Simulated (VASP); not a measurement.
The system is Eu.

```
Eu
1.0
    -2.05443    2.05443    2.05443
     2.05443   -2.05443    2.05443
     2.05443    2.05443   -2.05443
Eu
1
Direct
  0.00000 0.00000 0.00000
```

Program: VASP 6.6.1. Alike in all runs: task single point; level LDA; potentials or basis VASP PAW PBE potentials, release 64 (Eu); spin collinear, ferromagnetic start; cell as given; cutoff (eV) 520.

Task: Order these runs on this cell by their pressure, lowest first.
A. k mesh 3 × 3 × 3; smearing fermi-dirac 0.05 eV
B. k mesh 2 × 2 × 2; smearing fermi-dirac 0.05 eV
C. k mesh 11 × 11 × 11; smearing methfessel-paxton 0.03 eV

Result: B (-12.2 GPa), A (-2.0 GPa), C (-0.3 GPa).

Caveats: some runs use coarse meshes; the PAW data sets were made with another functional, which shifts forces and pressure a little.
